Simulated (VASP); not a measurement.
# V (Im-3m) in VASP: a series of runs

V is run at these levels: PBE-based screened hybrid with 25 % exact exchange, BLYP+D3(BJ), PBE+D4; tasks: relaxation of cell and atoms, single point.

All numbers are computed with VASP 6.6.1; they aren't measurements. Logs are shortened: lines on timing, memory, paths and dates and some standing lists are left out, and cuts for length are marked.

### 1 The cell of the first run

Symmetry: Im-3m, No. 229, cubic system. The conventional cell has a = 3.029 Å, b = 3.029 Å, c = 3.029 Å, α = 90.00°, β = 90.00°, γ = 90.00°. Within 3.5 Å of V (site symmetry m-3m) lie 14 V at 2.62 to 3.03 Å.

### 2 Relaxation of cell and atoms, PBE-based screened hybrid with 25 % exact exchange, collinear spin, ferromagnetic start

File POSCAR:

```
V
1.0
   -1.5143500000      1.5143500000      1.5143500000
    1.5143500000     -1.5143500000      1.5143500000
    1.5143500000      1.5143500000     -1.5143500000
V
1
Direct
    0.0000000000      0.0000000000      0.0000000000
```

File INCAR.step1:

```
SYSTEM = V
  PREC = Accurate
  ENCUT = 600
  EDIFF = 1E-5
  ISMEAR = -1
  SIGMA = 0.05
  LREAL = .False.
  LASPH = .True.
  NELM = 150
  ALGO = Normal
  LWAVE = .True.
  LCHARG = .False.
  ISPIN = 2
  MAGMOM = 2
  LORBIT = 11
  LMAXMIX = 4
  GGA = PE
  NBANDS = 16
```

File INCAR.step2:

```
SYSTEM = V
  PREC = Accurate
  ENCUT = 600
  EDIFF = 1E-6
  ISMEAR = -1
  SIGMA = 0.05
  LREAL = .False.
  LASPH = .True.
  NELM = 150
  ALGO = Normal
  ISIF = 3
  LWAVE = .False.
  LCHARG = .False.
  ISPIN = 2
  MAGMOM = 2
  LORBIT = 11
  LMAXMIX = 4
  GGA = PE
  LHFCALC = .True.
  AEXX = 0.25
  HFSCREEN = 0.3
  PRECFOCK = Normal
  IBRION = 2
  NSW = 60
  EDIFFG = -0.01
  ISTART = 1
```

File KPOINTS:

```
regular mesh
0
Gamma
  6 6 6
  0 0 0
```

Potentials or basis: VASP PAW PBE potentials, release 64 (V_sv).

Run with:

```bash
$ cat potpaw_PBE.64/V_sv/POTCAR > POTCAR
$ cp INCAR.step1 INCAR
$ mpirun -np 1 vasp_std > vasp.out
$ cp INCAR.step2 INCAR
$ mpirun -np 1 vasp_std > vasp.out
```

OUTCAR:

```text
SYSTEM = V
   PREC = Accurate
   ENCUT = 600
   EDIFF = 1E-6
   ISMEAR = -1
   LREAL = .False.
   LASPH = .True.
   NELM = 150
   ISIF = 3
   ISPIN = 2
   LORBIT = 11
   GGA = PE
   LHFCALC = .True.
   AEXX = 0.25
   HFSCREEN = 0.3
   PRECFOCK = Normal
   IBRION = 2
   NSW = 60
   EDIFFG = -0.01
   ISTART = 1

 ion  position               nearest neighbor table
   1  0.000  0.000  0.000-

  LATTYP: Found a body centered cubic cell.
 ALAT       =     3.0287000000

  Lattice vectors:

 A1 = (  -1.5143500000,   1.5143500000,   1.5143500000)
 A2 = (   1.5143500000,  -1.5143500000,   1.5143500000)
 A3 = (   1.5143500000,   1.5143500000,  -1.5143500000)

Analysis of symmetry for initial positions (statically):
=====================================================================
 Subroutine PRICEL returns:
 Original cell was already a primitive cell.

 Routine SETGRP: Setting up the symmetry group for a
 body centered cubic supercell.

 Subroutine GETGRP returns: Found 48 space group operations
 (whereof 48 operations were pure point group operations)
 out of a pool of 48 trial point group operations.

The static configuration has the point symmetry O_h .

Analysis of symmetry for dynamics (positions and initial velocities):
=====================================================================
 Subroutine PRICEL returns:
 Original cell was already a primitive cell.

 Routine SETGRP: Setting up the symmetry group for a
 body centered cubic supercell.

 Subroutine GETGRP returns: Found 48 space group operations
 (whereof 48 operations were pure point group operations)
 out of a pool of 48 trial point group operations.

The dynamic configuration has the point symmetry O_h .

Analysis of structural, dynamic, and magnetic symmetry:
=====================================================================
 Subroutine PRICEL returns:
 Original cell was already a primitive cell.

 Routine SETGRP: Setting up the symmetry group for a
 body centered cubic supercell.

 Subroutine GETGRP returns: Found 48 space group operations
 (whereof 48 operations were pure point group operations)
 out of a pool of 48 trial point group operations.

The overall configuration has the point symmetry O_h .

 Subroutine INISYM returns: Found 48 space group operations
 (whereof 48 operations are pure point group operations),
 and found     1 'primitive' translations

----------------------------------------------------------------------------------------

                                     Primitive cell

  volume of cell :      13.8912

  direct lattice vectors                    reciprocal lattice vectors
    -1.514350000  1.514350000  1.514350000     0.000000000  0.330174662  0.330174662
     1.514350000 -1.514350000  1.514350000     0.330174662  0.000000000  0.330174662
     1.514350000  1.514350000 -1.514350000     0.330174662  0.330174662  0.000000000

  length of vectors
     2.622931140  2.622931140  2.622931140     0.466937486  0.466937486  0.466937486

  position of ions in fractional coordinates (direct lattice)
     0.000000000  0.000000000  0.000000000

  ion indices of the primitive-cell ions
   primitive index   ion index
                 1           1

----------------------------------------------------------------------------------------

 KPOINTS: regular mesh

Automatic generation of k-mesh.
 Grid dimensions read from file:
 generate k-points for:    6    6    6

 Generating k-lattice:

  Cartesian coordinates                     Fractional coordinates (reciprocal lattice)
     0.000000000  0.055029110  0.055029110     0.166666667  0.000000000  0.000000000
     0.055029110  0.000000000  0.055029110     0.000000000  0.166666667  0.000000000
     0.055029110  0.055029110  0.000000000     0.000000000  0.000000000  0.166666667

  Length of vectors
     0.077822914  0.077822914  0.077822914

  Shift w.r.t. Gamma in fractional coordinates (k-lattice)
     0.000000000  0.000000000  0.000000000

 Subroutine IBZKPT returns following result:
 ===========================================

 Found     16 irreducible k-points:

 Following reciprocal coordinates:
            Coordinates               Weight
  0.000000  0.000000  0.000000      1.000000
  0.166667  0.000000  0.000000     12.000000
  0.333333  0.000000  0.000000     12.000000
  0.500000  0.000000  0.000000      6.000000
  0.166667  0.166667  0.000000     24.000000
  0.333333  0.166667 -0.000000     48.000000
[... 8 lines left out ...]
  0.500000  0.500000  0.333333     12.000000
  0.500000  0.500000  0.500000      1.000000
   k-points           NKPTS =     16   k-points in BZ     NKDIM =    216   number of bands    NBANDS=     11
   number of dos      NEDOS =    301   number of ions     NIONS =      1
   total plane-waves  NPLWV =  13824
   dimension x,y,z NGX =    24 NGY =   24 NGZ =   24
   dimension x,y,z NGXF=    48 NGYF=   48 NGZF=   48
   ions per type =               1
   NGX,Y,Z   is equivalent  to a cutoff of  15.21, 15.21, 15.21 a.u.
   NGXF,Y,Z  is equivalent  to a cutoff of  30.42, 30.42, 30.42 a.u.
 SYSTEM =  V
   PREC   = accura    normal or accurate (medium, high low for compatibility)
   ISTART =      1    job   : 0-new  1-cont  2-samecut
   ICHARG =      0    charge: 1-file 2-atom 10-const
   ISPIN  =      2    spin polarized calculation?
   LNONCOLLINEAR =      F non collinear calculations
   LSORBIT =      F    spin-orbit coupling
   LASPH  =      T    aspherical Exc in radial PAW
   ENCUT  =  600.0 eV  44.10 Ry    6.64 a.u.   5.24  5.24  5.24*2*pi/ulx,y,z
   NELM   =    150;   NELMIN=  2; NELMDL=  0     # of ELM steps
   EDIFF  = 0.1E-05   stopping-criterion for ELM
   LREAL  =      F    real-space projection
   EDIFFG = -.1E-01   stopping-criterion for IOM
   NSW    =     60    number of steps for IOM
   IBRION =      2    ionic relax: 0-MD 1-quasi-New 2-CG
   NFREE  =      1    steps in history (QN), initial steepest desc. (CG)
   ISIF   =      3    stress and relaxation
   ISYM   =      3    0-nonsym 1-usesym 2-fastsym
   POTIM  = 0.5000    time-step for ionic-motion
   TEBEG  =    0.0;   TEEND  =   0.0 temperature during run
   PSTRESS=    0.0 pullay stress
   NELECT =      13.0000    total number of electrons
   NUPDOWN=      -1.0000    fix difference up-down
   EMIN   =  10.00;   EMAX   =-10.00  energy-range for DOS
   EFERMI =   0.00;   METHOD = LEGACY
   ISMEAR =    -1;   SIGMA  =   0.05  broadening in eV -4-tet -1-fermi 0-gaus
   EFERMI_NEDOS =   21; number of points for ismear=-14 and -15
   IALGO  =     38    algorithm
   IMIX   =      1    mixing-type and parameters
     AMIX     =   0.40;   BMIX     =  1.00
     AMIX_MAG =   1.60;   BMIX_MAG =  1.00
  volume/ion in A,a.u.               =      13.89        93.74
  Fermi-wavevector in a.u.,A,eV,Ry     =   1.601313  3.026044 34.888125  2.564205
  Thomas-Fermi vector in A             =   2.698311
   LORBIT       =     11    0 simple, 1 ext, 2 COOP (PROOUT), +10 PAW based schemes
   GGA     = PE    functional components
   LHFCALC =     T    Hartree Fock is set to
   PRECFOCK=normal    Normal, Fast or Accurate (Low or Medium for compatibility)
   ENCUT4O =  -1.0   cutoff for four orbital integrals eV
   NKREDX  =     1    reduce k-point grid by
   NKREDY  =     1    reduce k-point grid by
   NKREDZ  =     1    reduce k-point grid by
   AEXX    =    0.2500 exact exchange contribution
   HFSCREEN=    0.3000 screening length (either q_TF or 0.3 A-1)
   HFSCREENC=   0.3000 screening length for correlation (either q_TF or 0.3 A-1)
   ENCUTFOCK=  -1.0 apply spherical cutoff to Coloumb kernel
   IVDW    =     0    specifies the selected vdW correction
   LEPSILON=     F    determine dielectric tensor
   LRPA    =     F    only Hartree local field effects (RPA)
 conjugate gradient relaxation of ions
 spin polarized calculation
  energy-cutoff  :      600.00
  volume of cell :       13.89
 maximum number of plane-waves:       476
 NGX is ok and might be reduce to    24
  NGX = 16; NGY = 16; NGZ = 16

--------------------------------------- Ionic step        1  -------------------------------------------

 number of electron      13.0000003 magnetization       0.7798853

 Free energy of the ion-electron system (eV)
  ---------------------------------------------------
  ext. energy  EPLUGINS =         0.00000000
  ---------------------------------------------------
  free energy    TOTEN  =       -10.52426305 eV

  energy without entropy =      -10.51333722  energy(sigma->0) =      -10.51880013

------------------------ aborting loop because EDIFF is reached ----------------------------------------

  FORCE on cell =-STRESS in cart. coord.  units (eV):
  Direction    XX          YY          ZZ          XY          YZ          ZX
  --------------------------------------------------------------------------------------
  -------------------------------------------------------------------------------------
  Total       -0.5896475     -0.5896475     -0.5896475      0.0000000      0.0000000      0.0000000
  in kB      -68.0086665    -68.0086665    -68.0086665      0.0000000      0.0000000      0.0000000
  external PRESSURE =     -68.0086665 kB  Pullay stress =       0.0000000 kB
[... 20 lines left out ...]
  energy  without entropy=      -10.5133372166  energy(sigma->0) =      -10.51880013

--------------------------------------- Ionic step        2  -------------------------------------------

 number of electron      12.9999999 magnetization       0.7768649

 E-fermi :  10.5779     XC(G=0): -10.9284

 val. band max:       10.3155763463   @ k =   0.1667   0.1667   0.0000
 cond. band min:      10.6341915552   @ k =   0.3333   0.1667  -0.0000
 fundamental gap:      0.3186152089
 Fermi energy:        10.5779008274

 spin component 1

 k-point     1 :       0.0000    0.0000    0.0000
  band No.  band energies     occupation
      1     -58.5625      1.00000
      2     -30.0879      1.00000
      3     -30.0879      1.00000
      4     -30.0879      1.00000
      5       2.2925      1.00000
      6      10.0650      0.99996
      7      10.0650      0.99996
      8      10.0650      0.99996
      9      13.6992      0.00000
     10      13.6992      0.00000
     11      31.9658      0.00000
[... 467 lines left out ...]
  energy  without entropy=      -10.5091433932  energy(sigma->0) =      -10.51352842

--------------------------------------- Ionic step        3  -------------------------------------------

 number of electron      12.9999998 magnetization       0.7766131

 Free energy of the ion-electron system (eV)
  ---------------------------------------------------
  ext. energy  EPLUGINS =         0.00000000
  ---------------------------------------------------
  free energy    TOTEN  =       -10.53648174 eV

  energy without entropy =      -10.52766256  energy(sigma->0) =      -10.53207215

 E-fermi :   9.9353     XC(G=0): -10.7258

 val. band max:        9.7796119857   @ k =   0.1667   0.1667   0.0000
 cond. band min:       9.9717763464   @ k =   0.3333   0.1667  -0.0000
 fundamental gap:      0.1921643607
 Fermi energy:         9.9353319860

 spin component 1

 k-point     1 :       0.0000    0.0000    0.0000
  band No.  band energies     occupation
      1     -59.2523      1.00000
      2     -30.8587      1.00000
      3     -30.8587      1.00000
      4     -30.8587      1.00000
      5       1.8257      1.00000
      6       9.4199      0.99997
      7       9.4199      0.99997
      8       9.4199      0.99997
      9      12.9573      0.00000
     10      12.9573      0.00000
     11      30.9829      0.00000
[... 463 lines left out ...]
  FREE ENERGIE OF THE ION-ELECTRON SYSTEM (eV)
  ---------------------------------------------------
  free  energy   TOTEN  =       -10.5364817389 eV

  energy  without entropy=      -10.5276625622  energy(sigma->0) =      -10.53207215

 reached required accuracy - stopping structural energy minimisation

 total charge

# of ion       s       p       d       tot
------------------------------------------
    1        2.347   6.258   3.006  11.611

 magnetization (x)

# of ion       s       p       d       tot
------------------------------------------
    1        0.008   0.047   0.615   0.670
```

It took 48 min on 1 thread of AMD EPYC 7R13 (Zen 3), shared host; peak memory 0.24 GiB.

What came out:

| Item | Value |
| --- | --- |
| Free energy | -10.5365 eV |
| Relaxed volume | 13.36 Å³/atom |
| Relaxed cell | a = 2.589 Å, b = 2.589 Å, c = 2.589 Å, α = 109.47°, β = 109.47°, γ = 109.47° |
| Space group after relaxing (to 0.1 Å) | Im-3m (No. 229) |
| Energy gained by relaxing | 12.2 meV/atom |
| Ionic steps | 3 |
| Pressure after relaxing | 0.1 GPa |
| Net moment | 0.78 μB per cell |
| Site moments | V +0.67 μB |
| Valence electrons inside the program's atomic spheres | V 11.61 |

The path:
```csv
step,energy change (eV),largest force (eV/Å),pressure (GPa),volume (Å³)
1,0.0000,0.0000,-6.80,13.89
2,0.0063,0.0000,9.81,12.74
3,-0.0122,0.0000,0.10,13.36
```

Final structure:
```xyz
1
Lattice="-1.4948 1.4948 1.4948 1.4948 -1.4948 1.4948 1.4948 1.4948 -1.4948" Properties=species:S:1:pos:R:3 pbc="T T T"
V     0.0000    0.0000    0.0000
```

Levels at points of the mesh, in eV from the Fermi level:
Spin up:
| k point | band 3 | band 4 | band 5 | band 6 | band 7 | band 8 | band 9 | band 10 | band 11 |
| --- | --- | --- | --- | --- | --- | --- | --- | --- | --- |
| (0.00, 0.00, 0.00) | -40.79 | -40.79 | -8.11 | -0.52 | -0.52 | -0.52 | 3.02 | 3.02 | 21.05 |
| (0.50, 0.00, 0.00) | -41.10 | -40.79 | -4.39 | -2.38 | 1.01 | 2.70 | 3.33 | 3.89 | 10.64 |
| (0.50, 0.50, 0.50) | -41.48 | -41.48 | -3.72 | -3.72 | 3.46 | 3.46 | 3.46 | 10.34 | 10.34 |
Spin down:
```csv
k point,band 2,band 3,band 4,band 5,band 6,band 7,band 8,band 9,band 10,band 11
"(0.00, 0.00, 0.00)",-40.01,-40.01,-40.01,-7.50,1.34,1.34,1.34,3.14,3.14,21.52
"(0.50, 0.00, 0.00)",-41.01,-40.30,-40.01,-3.48,-0.69,1.60,3.30,3.51,5.42,11.49
"(0.50, 0.50, 0.50)",-40.65,-40.65,-40.65,-3.53,-3.53,5.01,5.01,5.01,11.10,11.10
```

Caveat: the k points lie up to 0.50 Å⁻¹ apart in the final cell; the PAW data sets were made with another functional, which shifts forces and pressure a little.

(Part 1 of 2 ends here.)
